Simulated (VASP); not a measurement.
Input of a VASP 6.6.1 run:

Contents of INCAR:

```
  ALGO = Normal
  EDIFF = 1E-7
  ENCUT = 520
  GGA = PE
  ISIF = 2
  ISMEAR = 0
  IVDW = 12
  LASPH = True
  LCHARG = False
  LREAL = False
  LWAVE = False
  NBANDS = 10
  NELM = 60
  PREC = Accurate
  SIGMA = 0.02
```

Contents of KPOINTS:

```
k-points
0
Gamma
  8 8 4
```

The input POSCAR:

```
H
1.0
    1.6551707730     -2.7088517349      0.0000000000
    1.6551707730      2.7088517349      0.0000000000
    0.0000000000      0.0000000000      6.3639358965
H
4
Direct
    0.5567083718      0.4432916282      0.9660868610
    0.4432916282      0.5567083718      0.0339131390
    0.4432916282      0.5567083718      0.4660868610
    0.5567083718      0.4432916282      0.5339131390
```

Potentials or basis: VASP PAW PBE potentials, release 64 (H).

Launch:

```sh
$ cat potpaw_PBE.64/H/POTCAR > POTCAR
$ mpirun -np 1 vasp_std > vasp.out
```

**Question.** Predict the pressure.

**Answer.** -0.2 GPa.

**Question.** Estimate the band gap on the k mesh.

**Answer.** 8.53 eV, indirect (least direct gap 8.64 eV).

**Question.** What does it give for the dispersion energy per atom?

**Answer.** -0.015 eV.

**Question.** What does it give for the largest force?

**Answer.** 0.021 eV/Å.

Forces in eV/Å, atoms in the order of the input:
```
H    0.000  0.017  0.012
H    0.000 -0.017 -0.012
H    0.000 -0.017  0.012
H    0.000  0.017 -0.012
```

A k mesh can miss the band edges.
